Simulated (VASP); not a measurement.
# C (P6_3/mmc) in VASP: further runs, part 2 of 2

VASP 6.6.1.

### 5 Single point, PBE

The COD entry that gives the cell may itself be a prediction, so a difference from it is no test against experiment.

This run uses another cell than the first one, of 5.29 Å³/atom, 1.013 times its volume.

INCAR

```
SYSTEM = C
PREC = Accurate
ENCUT = 520
EDIFF = 1E-6
ISMEAR = 0
SIGMA = 0.05
LREAL = .False.
LASPH = .True.
NELM = 60
ALGO = Normal
ISIF = 2
LWAVE = .False.
LCHARG = .False.
GGA = PE
NBANDS = 36
```

KPOINTS

```
Automatic mesh
0
Gamma
  12 12 2
  0 0 0
```

POSCAR

```
C
1.0
    2.4764000000      0.0000000000      0.0000000000
   -1.2382000000      2.1446253099      0.0000000000
    0.0000000000      0.0000000000     11.9630000000
C
12
Direct
    0.0000000000      0.0000000000      0.1868593266
    0.0000000000      0.0000000000      0.6868593266
    0.0000000000      0.0000000000      0.3131406734
    0.0000000000      0.0000000000      0.8131406734
    0.3333333333      0.6666666667      0.5207665411
    0.6666666667      0.3333333333      0.0207665411
    0.3333333333      0.6666666667      0.9792334589
    0.6666666667      0.3333333333      0.4792334589
    0.3333333333      0.6666666667      0.6450950823
    0.6666666667      0.3333333333      0.1450950823
    0.3333333333      0.6666666667      0.8549049177
    0.6666666667      0.3333333333      0.3549049177
```

Potentials or basis: VASP PAW PBE potentials, release 64 (C).

Command:

```console
cat potpaw_PBE.64/C/POTCAR > POTCAR
mpirun -np 1 vasp_std > vasp.out
```

OUTCAR:

```text
SYSTEM = C
   PREC = Accurate
   ENCUT = 520
   EDIFF = 1E-6
   ISMEAR = 0
   LREAL = .False.
   LASPH = .True.
   NELM = 60
   ISIF = 2
   GGA = PE

 ion  position               nearest neighbor table
   1  0.000  0.000  0.187-   3 1.51  10 1.51  10 1.51  10 1.51
   2  0.000  0.000  0.687-   4 1.51   9 1.51   9 1.51   9 1.51
   3  0.000  0.000  0.313-   1 1.51  12 1.51  12 1.51  12 1.51
   4  0.000  0.000  0.813-   2 1.51  11 1.51  11 1.51  11 1.51
   5  0.333  0.667  0.521-   9 1.49   8 1.51   8 1.51   8 1.51
[... 1168 lines left out ...]

 VOLUME and BASIS-vectors are now :
 -----------------------------------------------------------------------------
  energy-cutoff  :      520.00
  volume of cell :       63.53
      direct lattice vectors                 reciprocal lattice vectors
     2.476400000  0.000000000  0.000000000     0.403811985  0.233140958  0.000000000
    -1.238200000  2.144625310  0.000000000     0.000000000  0.466281917  0.000000000
     0.000000000  0.000000000 11.963000000     0.000000000  0.000000000  0.083591072

 POSITION                                       TOTAL-FORCE (eV/Angst)
 -----------------------------------------------------------------------------------
      0.00000      0.00000      2.23540        -0.000000     -0.000000     -0.120236
      0.00000      0.00000      8.21690        -0.000000     -0.000000     -0.120236
      0.00000      0.00000      3.74610         0.000000      0.000000      0.120236
      0.00000      0.00000      9.72760        -0.000000      0.000000      0.120236
     -0.00000      1.42975      6.22993        -0.000000     -0.000000     -0.195278
      1.23820      0.71488      0.24843         0.000000     -0.000000     -0.195278
     -0.00000      1.42975     11.71457        -0.000000      0.000000      0.195278
      1.23820      0.71488      5.73307         0.000000      0.000000      0.195278
     -0.00000      1.42975      7.71727         0.000000      0.000000      0.117950
      1.23820      0.71488      1.73577        -0.000000     -0.000000      0.117950
     -0.00000      1.42975     10.22723        -0.000000      0.000000     -0.117950
      1.23820      0.71488      4.24573        -0.000000      0.000000     -0.117950
 -----------------------------------------------------------------------------------
    total drift:                                0.000000     -0.000000      0.000000

  FREE ENERGIE OF THE ION-ELECTRON SYSTEM (eV)
  ---------------------------------------------------
  free  energy   TOTEN  =      -108.4113755219 eV

  energy  without entropy=     -108.4113755219  energy(sigma->0) =     -108.41137552
```

stdout:

```text
POSCAR found type information on POSCAR C
 POSCAR found :  1 types and      12 ions
 scaLAPACK will be used
 LDA part: xc-table for (Slater+PW92), standard interpolation
 POSCAR, INCAR and KPOINTS ok, starting setup
 FFT: planning ... GRIDC
 FFT: planning ... GRID_SOFT
 FFT: planning ... GRID
 WAVECAR not read
 entering main loop
```

Run time: 34 s. Hardware: 1 thread of Intel Xeon 6975P-C (Granite Rapids), shared host; peak memory 0.19 GiB.

What came out:

| Quantity | Value |
| --- | --- |
| Free energy | -108.4114 eV |
| Pressure | 37.7 GPa |
| Largest force | 0.195 eV/Å |
| Band gap on the k mesh | 4.45 eV, indirect (least direct gap 5.31 eV) |

Forces in eV/Å, atoms in the order of the input:
```
C    0.000  0.000 -0.120
C    0.000  0.000 -0.120
C    0.000  0.000  0.120
C    0.000  0.000  0.120
C    0.000  0.000 -0.195
C    0.000  0.000 -0.195
C    0.000  0.000  0.195
C    0.000  0.000  0.195
C    0.000  0.000  0.118
C    0.000  0.000  0.118
C    0.000  0.000 -0.118
C    0.000  0.000 -0.118
```

Stress tensor (GPa, compression positive):
```
27.89  0.00  0.00
 0.00 27.89  0.00
 0.00  0.00 57.46
```

### 6 Single point, PBE

This run uses another cell than the first one, of 5.31 Å³/atom, 1.015 times its volume.

INCAR

```
PREC     = Accurate       # precision mode
ENCUT    = 520            # plane-wave cutoff, eV
EDIFF    = 1E-7           # SCF threshold, eV
ISMEAR   = 0              # smearing method
SIGMA    = 0.05           # smearing width, eV
LREAL    = False          # projectors in reciprocal space
LASPH    = True           # aspherical terms in the spheres
NELM     = 60             # most SCF steps
ALGO     = Normal         # electronic algorithm
ISIF     = 2              # what is computed and relaxed
LWAVE    = False          # write WAVECAR
LCHARG   = False          # write CHGCAR
GGA      = PE             # functional
NBANDS   = 36             # bands
```

KPOINTS

```
Automatic mesh
0
Gamma
  12 12 2
```

POSCAR, as its differences from that of step 5:

```diff
@@ -2,5 +2,5 @@
 1.0
-    2.4764000000      0.0000000000      0.0000000000
-   -1.2382000000      2.1446253099      0.0000000000
-    0.0000000000      0.0000000000     11.9630000000
+    2.4323000000      0.0000000000      0.0000000000
+   -1.2161500000      2.1064335896      0.0000000000
+    0.0000000000      0.0000000000     12.4291124965
 C
```

Potentials or basis: VASP PAW PBE potentials, release 64 (C).

Command:

```console
cat potpaw_PBE.64/C/POTCAR > POTCAR
mpirun -np 1 vasp_std > vasp.out
```

Run time: 39 s. Hardware: 1 thread of Intel Xeon 6975P-C (Granite Rapids), shared host; peak memory 0.19 GiB.

It converged, with:

```
Free energy            : -108.2946 eV
Pressure               : 36.9 GPa
Largest force          : 0.249 eV/Å
Band gap on the k mesh : 4.71 eV, indirect (least direct gap 4.77 eV)
```

Forces on the atoms (eV/Å):
```
C    0.000  0.000  0.249
C    0.000  0.000  0.249
C    0.000  0.000 -0.249
C    0.000  0.000 -0.249
C    0.000  0.000  0.226
C    0.000  0.000  0.226
C    0.000  0.000 -0.226
C    0.000  0.000 -0.226
C    0.000  0.000 -0.166
C    0.000  0.000 -0.166
C    0.000  0.000  0.166
C    0.000  0.000  0.166
```

Stress tensor (GPa, compression positive):
```
53.09  0.00  0.00
 0.00 53.09  0.00
 0.00  0.00  4.51
```

Levels at points of the mesh, in eV from the valence-band top:
```
           k point  band 20  band 21  band 22  band 23  band 24  band 25  band 26  band 27  band 28  band 29
(0.00, 0.00, 0.00)    -0.90    -0.90    -0.24     0.00     0.00     4.77     5.94     5.94     6.97     6.97
(0.50, 0.00, 0.00)    -4.73    -4.34    -4.30    -3.91    -3.26     5.19     5.26     5.80     5.93     6.36
(0.00, 0.00, 0.50)    -1.66    -0.29    -0.29    -0.29    -0.29     5.91     5.91     6.30     6.30     6.30
(0.50, 0.00, 0.50)    -5.17    -4.11    -4.11    -3.57    -3.57     5.40     5.40     5.51     5.51     6.52
```

A k mesh can miss the band edges. PBE gaps usually lie below the measured ones, often by a third to a half.

### 7 Summary

| cell | gap on the mesh (eV) | pressure (GPa) | largest force (eV/Å) |
| --- | --- | --- | --- |
| a = 2.476, b = 2.476, c = 11.808 Å, angles 90.0, 90.0, 120.0°, 12 atoms | 4.32 | 45.8 | 0.39 |
| a = 2.388, b = 2.388, c = 12.740 Å, angles 90.0, 90.0, 120.0°, 12 atoms | 3.56 | 46.8 | 0.35 |
| a = 2.432, b = 2.432, c = 12.274 Å, angles 90.0, 90.0, 120.0°, 12 atoms | 4.73 | 43.7 | 0.23 |
| a = 2.476, b = 2.476, c = 11.963 Å, angles 90.0, 90.0, 120.0°, 12 atoms | 4.45 | 37.7 | 0.20 |
| a = 2.432, b = 2.432, c = 12.429 Å, angles 90.0, 90.0, 120.0°, 12 atoms | 4.71 | 36.9 | 0.25 |

Alike in all rows: task single point; level PBE; potentials or basis VASP PAW PBE potentials, release 64 (C); no spin polarisation; k mesh 12 × 12 × 2; cutoff (eV) 520; smearing gaussian 0.05 eV.

Absolute energies hang on the potentials; compare differences alone.
